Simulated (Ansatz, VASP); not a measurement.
KCl: VASP beside Ansatz

```
K Cl
1.0
     0.00000    3.14485    3.14485
     3.22536    0.00000    3.14485
     3.22536    3.14485    0.00000
K Cl
1 1
Cartesian
  0.0000 0.0000 0.0000
  3.2254 3.1448 3.1448
```

Change from the starting cell: uniaxial_x strain +2.6%.

Alike in both runs: task single point; functional r2SCAN; k mesh 8 × 8 × 8; no spin polarisation.

```csv
,VASP,Ansatz
version,VASP 6.6.1,Ansatz 0.2.0
potentials or method,"VASP PAW PBE potentials, release 64 (K_sv, Cl)","plane waves, PAW"
plane-wave cutoff (eV),520,500
occupations,"gaussian, width 0.01 eV",fixed
valence electrons in the cell,16,16
```

|  | VASP | Ansatz | Ansatz less VASP |
| --- | --- | --- | --- |
| gap on the k mesh at the Fermi level (eV) | 5.74 | 5.74 | -0.004 |
| pressure (GPa) | -0.4 | -0.4 | +0.03 |
| traceless stress, the component that is largest in VASP (GPa) | -0.57 | -0.56 | +0.008 |

VASP's potentials were made for PBE, not for r2SCAN.
